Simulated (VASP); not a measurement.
A run of VASP 6.6.1 is set up as follows.

Contents of INCAR:

```
SYSTEM = HfSiF
PREC     = Accurate       ! precision mode
ENCUT    = 600            ! plane-wave cutoff, eV
EDIFF    = 1E-6           ! SCF threshold, eV
ISMEAR   = 0              ! smearing method
SIGMA    = 0.1            ! smearing width, eV
LREAL    = .FALSE.        ! projectors in reciprocal space
LASPH    = .TRUE.         ! aspherical terms in the spheres
NELM     = 100            ! most SCF steps
ALGO     = Normal         ! electronic algorithm
ISIF     = 3              ! what is computed and relaxed
LWAVE    = .FALSE.        ! write WAVECAR
LCHARG   = .FALSE.        ! write CHGCAR
GGA      = PE             ! functional
IBRION   = 2              ! ionic algorithm
NSW      = 100            ! ionic steps
EDIFFG   = -0.01          ! ionic threshold
```

Contents of KPOINTS:

```
regular mesh
0
G
  12 12 16
  0 0 0
```

The input POSCAR:

```
HfSiF
1.0
    4.3990245730      0.0000000000      0.0000000000
   -2.1995122865      3.8096670321      0.0000000000
    0.0000000000      0.0000000000      2.7562843531
Hf Si F
1 1 1
Direct
    0.0000000000      0.0000000000      0.0000000000
    0.3333333333      0.6666666667      0.5000000000
    0.6666666667      0.3333333333      0.5000000000
```

Potentials or basis: VASP PAW PBE potentials, release 64 (Hf_pv, Si, F).

Command:

```console
$ cat potpaw_PBE.64/Hf_pv/POTCAR potpaw_PBE.64/Si/POTCAR potpaw_PBE.64/F/POTCAR > POTCAR
$ mpirun -np 1 vasp_std > vasp.out
```

Question: What does it give for the relaxed volume?

Answer: 15.24 Å³/atom.

Question: Predict the space group after relaxing (to 0.1 Å).

Answer: P-6m2 (No. 187).

The path:
```tsv
step	energy change (eV)	largest force (eV/Å)	pressure (GPa)	volume (Å³)
1	0.0000	0.0000	-0.90	46.19
2	-0.0175	0.0000	0.31	45.61
3	-0.0178	0.0000	0.44	45.53
4	-0.0178	0.0000	0.50	45.52
5	-0.0180	0.0000	-0.23	45.81
6	-0.0181	0.0000	0.03	45.70
7	-0.0181	0.0000	0.06	45.69
8	-0.0181	0.0000	0.00	45.72
```

Caveat: an odd number of electrons without spin polarisation forces a metal; a magnetic or distorted state may lie lower.
